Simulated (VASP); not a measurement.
Write the native input for VASP 6.6.1 that does the following.

```
Task                   : single point
Functional             : PBE
Dispersion             : D3(BJ)
Potentials or basis    : VASP PAW PBE potentials, release 64 (Ti_sv, O_h)
Cutoff                 : 1340 eV
k mesh                 : 9 × 9 × 9
Occupations            : gaussian, width 0.05 eV
Spin                   : no spin polarisation
Hubbard terms          : Ti d U = 4.0 eV
Dipole correction      : no
Further INCAR settings : ALGO = Normal; EDIFF = 1e-06; NBANDS = 19
```

The structure of TiO2 lies in POSCAR:

```
TiO2
1.0
    1.4338500000      0.8278336835      5.2476666667
   -1.4338500000      0.8278336835      5.2476666667
    0.0000000000     -1.6556673670      5.2476666667
Ti O
1 2
Direct
    0.0000000000      0.0000000000      0.0000000000
    0.6017580785      0.6017580785      0.6017580785
    0.3982419215      0.3982419215      0.3982419215
```

The input as run:

INCAR

```
SYSTEM = TiO2
ALGO = Normal ; EDIFF = 1E-6
ENCUT = 1340 ; GGA = PE
GGA_COMPAT = .FALSE. ; ISIF = 2
ISMEAR = 0 ; IVDW = 12
LASPH = .TRUE. ; LCHARG = .FALSE.
LDAU = .TRUE. ; LDAUJ = 0 0
LDAUL = 2 -1 ; LDAUPRINT = 1
LDAUTYPE = 2 ; LDAUU = 4 0
LMAXMIX = 4 ; LREAL = .FALSE.
LWAVE = .FALSE. ; NBANDS = 19
NELM = 200 ; PREC = Accurate
SIGMA = 0.05
```

KPOINTS

```
k-points
0
G
  9 9 9
  0 0 0
```

Potentials or basis: VASP PAW PBE potentials, release 64 (Ti_sv, O_h).

Launch:

```sh
$ cat potpaw_PBE.64/Ti_sv/POTCAR potpaw_PBE.64/O_h/POTCAR > POTCAR
$ mpirun -np 1 vasp_std > vasp.out
```

Results of the run:

```json
{"Pressure": "16.8 GPa", "Largest force": "0.314 eV/Å", "Band gap on the k mesh": "3.31 eV (least direct gap 3.61 eV)", "Dispersion energy per atom": "-0.199 eV"}
```

Caveat: the stress differs along the axes, from 1 to 25 GPa.

It took 11 min on 1 thread of Intel(R) Xeon(R) Platinum 8488C (Sapphire Rapids), with other jobs on the host, peak memory 0.77 GiB.
